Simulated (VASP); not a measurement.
Set up this calculation in VASP 6.6.1, as the native input.

```yaml
Task: electric field gradients
Functional: PBE
Potentials_or_basis: VASP PAW PBE potentials, release 64 (Ga_d)
Cutoff: 520 eV
k_mesh: 14 × 14 × 16
Occupations: fermi-dirac, width 0.05 eV
Spin: no spin polarisation
Dipole_correction: no
Further_INCAR_settings: ALGO = Normal; EDIFF = 1e-08; NBANDS = 12; ISYM = 0
```

The structure of Ga lies in POSCAR:

```
Ga
1.0
   -1.4270204850      1.4270204850      2.2655474793
    1.4270204850     -1.4270204850      2.2655474793
    1.4270204850      1.4270204850     -2.2655474793
Ga
1
Direct
    0.0000000000      0.0000000000      0.0000000000
```

These files were run (other wordings do the same):

INCAR

```
PREC = Accurate ; ENCUT = 520
EDIFF = 1E-8 ; ISMEAR = -1
SIGMA = 0.05 ; LREAL = F
LASPH = T ; NELM = 60
ALGO = Normal ; ISIF = 2
LWAVE = F ; LCHARG = F
GGA = PE ; LEFG = T
ISYM = 0 ; NBANDS = 12
```

KPOINTS

```
Automatic mesh
0
Gamma
  14 14 16
```

Potentials or basis: VASP PAW PBE potentials, release 64 (Ga_d).

The run is started by

```sh
$ cat potpaw_PBE.64/Ga_d/POTCAR > POTCAR
$ mpirun -np 1 vasp_std > vasp.out
```

Results of the run:

| Item | Value |
| --- | --- |
| Pressure | 1.3 GPa |
| Band gap on the k mesh | zero (an odd number of electrons rules out a gap without spin polarisation) |
| Largest electric field gradient by atom | Ga +19.1 V/Å² |

Caveat: without QUAD_EFG the Cq values of the log hold for a quadrupole moment of 1 mb, not for the nuclei.

Wall time 7.8 min on 1 thread of AMD EPYC 9755 128-Core Processor, on a shared host, peak memory 0.38 GiB.
